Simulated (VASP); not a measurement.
Runs of VASP 6.6.1 on NaCl. The structure is that of space group I4/mmm (No. 139), or close to it. The cells are those of the table. 

```csv
cell,gap on the mesh (eV),pressure (GPa)
"a = 3.901, b = 3.901, c = 4.350 Å, angles 56.1, 56.1, 67.8°, 2 atoms",4.85,4.0
"a = 3.899, b = 3.899, c = 4.623 Å, angles 53.6, 53.6, 72.7°, 2 atoms",4.83,16.7
"a = 4.078, b = 4.078, c = 3.879 Å, angles 61.6, 61.6, 56.8°, 2 atoms",4.87,-0.2
"a = 3.979, b = 3.979, c = 4.060 Å, angles 59.3, 59.3, 61.3°, 2 atoms",4.88,-0.7
"a = 4.369, b = 4.369, c = 3.568 Å, angles 65.9, 65.9, 48.2°, 2 atoms",4.93,5.6
"a = 3.956, b = 3.956, c = 4.118 Å, angles 58.6, 58.6, 62.7°, 2 atoms",4.87,-0.3
"a = 3.893, b = 3.893, c = 4.495 Å, angles 54.7, 54.7, 70.5°, 2 atoms",4.85,9.5
"a = 3.923, b = 3.923, c = 4.228 Å, angles 57.4, 57.4, 65.2°, 2 atoms",(b),1.1
"a = 4.163, b = 4.163, c = 3.769 Å, angles 63.1, 63.1, 53.8°, 2 atoms",4.93,1.1
"a = 4.255, b = 4.255, c = 3.669 Å, angles 64.5, 64.5, 51.1°, 2 atoms",4.95,(a)
"a = 4.460, b = 4.460, c = 3.498 Å, angles 66.9, 66.9, 46.2°, 2 atoms",4.90,7.8
```

Alike in all rows: task single point; level PBEsol; potentials or basis VASP PAW PBE potentials, release 64 (Na_pv, Cl); no spin polarisation; k mesh 8 × 8 × 8; cutoff (eV) 520; smearing gaussian 0.05 eV.

Question: Fill in the values left out.

Answer: (a) 2.9; (b) 4.86.

Caveats: the PAW data sets were made with another functional, which shifts forces and pressure a little; the stress differs along the axes, from -2 to 16 GPa (at least some runs); the stress differs along the axes, from -2 to 54 GPa (at least some runs); the stress differs along the axes, from -2 to 9 GPa (at least some runs); the stress differs along the axes, from -2 to 32 GPa (at least some runs); the stress differs along the axes, from -2 to 7 GPa (at least some runs); the stress differs along the axes, from -3 to 3 GPa (at least some runs).

A k mesh can miss the band edges.
